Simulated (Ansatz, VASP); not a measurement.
Sn: VASP beside Ansatz

```
Sn
1.0
     3.51317    0.00000    0.00000
    -1.75659    3.04250    0.00000
     0.00000    0.00000   11.59643
Sn
4
Direct
  0.00000 0.00000 0.00000
  0.00000 0.00000 0.50000
  0.33333 0.66667 0.25000
  0.66667 0.33333 0.75000
```

Alike in both runs: task single point; functional RPBE; k mesh 12 × 12 × 4; occupations fermi-dirac, width 0.1 eV; no spin polarisation.

```csv
,VASP,Ansatz
version,VASP 6.6.1,Ansatz 0.2.0
potentials or method,"VASP PAW PBE potentials, release 64 (Sn_d), cutoff 520 eV","plane waves (420 eV) with PAW, scalar-relativistic"
valence electrons in the cell,56,56
```

|  | VASP | Ansatz | Ansatz less VASP |
| --- | --- | --- | --- |
| pressure (GPa) | -2.6 | -2.6 | +0.03 |

VASP's potentials were made for PBE, not for RPBE.
